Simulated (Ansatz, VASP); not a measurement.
Cr: VASP beside Ansatz

```
Cr
1.0
     2.91857    0.00000    0.00000
     0.00000    2.91857    0.00000
     0.00000    0.00000    2.91857
Cr
2
Direct
  0.00000 0.00000 0.00000
  0.50000 0.50000 0.50000
```

Change from the starting cell: volume scaled by 0.95, PAW files.

Alike in both runs: task single point; functional PBE; k mesh 11 × 11 × 11; occupations fermi-dirac, width 0.05 eV; collinear spin.

|  | VASP | Ansatz |
| --- | --- | --- |
| version | VASP 6.6.1 | Ansatz 0.2.0 |
| potentials or method | VASP PAW PBE potentials, release 64 (Cr_pv) | PAW with Ansatz's default frozen-core files, scalar-relativistic |
| plane-wave cutoff (eV) | 520 | 420 |
| valence electrons in the cell | 24 | 28 |

|  | VASP | Ansatz | Ansatz less VASP |
| --- | --- | --- | --- |
| pressure (GPa) | -8.3 | -8.6 | -0.23 |
| net moment per atom (μB) | 0.00 | 0.00 | 0.000 |
| size of the moment on the site where the two differ most (μB) | 1.47 | 1.35 | -0.112 |

Site moments also hang on the region over which each program counts them. VASP's potentials hold 24 valence electrons a cell and Ansatz's 28, so a difference there can come from the potentials and not from the codes.
